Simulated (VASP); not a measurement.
A run of VASP 6.6.1 is set up as follows.

Contents of INCAR:

```
  ALGO = Normal
  EDIFF = 1E-6
  ENCUT = 520
  GGA = PS
  ISIF = 2
  ISMEAR = 0
  IVDW = 12
  LASPH = T
  LCHARG = T
  LELF = T
  LREAL = F
  LVHAR = T
  LWAVE = F
  NBANDS = 16
  NELM = 80
  PREC = Accurate
  SIGMA = 0.1
```

File KPOINTS:

```
k-points
0
Gamma
  12 12 6
```

The input POSCAR:

```
AlN
1.0
    3.2842817765      0.0000000000      0.0000000000
   -1.6421408882      2.8442708604      0.0000000000
    0.0000000000      0.0000000000      4.1523717312
Al N
2 2
Direct
    0.3333333333      0.6666666667      0.7500000000
    0.6666666667      0.3333333333      0.2500000000
    0.3333333333      0.6666666667      0.2500000000
    0.6666666667      0.3333333333      0.7500000000
```

Potentials or basis: VASP PAW PBE potentials, release 64 (Al, N).

Run with:

```bash
$ cat potpaw_PBE.64/Al/POTCAR potpaw_PBE.64/N/POTCAR > POTCAR
$ mpirun -np 1 vasp_std > vasp.out
```

Problem. What does it give for the pressure?

Solution. -2.2 GPa.

Problem. What does it give for the band gap on the k mesh?

Solution. 3.37 eV, direct.

Stress tensor (GPa, compression positive):
```
-1.50  0.00  0.00
 0.00 -1.50  0.00
 0.00  0.00 -3.57
```

Caveat: the PAW data sets were made with another functional, which shifts forces and pressure a little. A hybrid or GW would open this gap; PBEsol tends to underestimate it.
